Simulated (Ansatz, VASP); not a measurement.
**Tl in VASP and in Ansatz**

```
CELL_PARAMETERS angstrom
3.58092 0.00000 0.00000
1.79046 3.10117 0.00000
0.00000 0.00000 30.14477
ATOMIC_POSITIONS crystal
Tl 0.66667 0.66667 0.26870
Tl 0.00000 0.00000 0.36164
Tl 0.66667 0.66667 0.45375
Tl 0.00000 0.00000 0.54625
Tl 0.66667 0.66667 0.63836
Tl 0.00000 0.00000 0.73130
```

Alike in both runs: functional PBE; k mesh 11 × 11 × 1; no spin polarisation.

Ansatz relaxed the structure, and its values are those at the end. VASP's run is a single point on that final structure, the one shown.

|  | VASP | Ansatz |
| --- | --- | --- |
| version | VASP 6.6.1 | Ansatz 0.2.0 |
| potentials or method | VASP PAW PBE potentials, release 64 (Tl_d) | plane-wave PAW, scalar-relativistic |
| plane-wave cutoff (eV) | 520 | 420 |
| occupations | methfessel-paxton of order 1, width 0.1 eV | cold, width 0.1 eV |
| valence electrons in the cell | 78 | 78 |

VASP gave:

```
rms of the force components (eV/Å) : 0.006
```

Problem. Which values does Ansatz return?

Solution. rms of the force components (eV/Å): 0.001.

Neither program's run includes spin-orbit coupling.
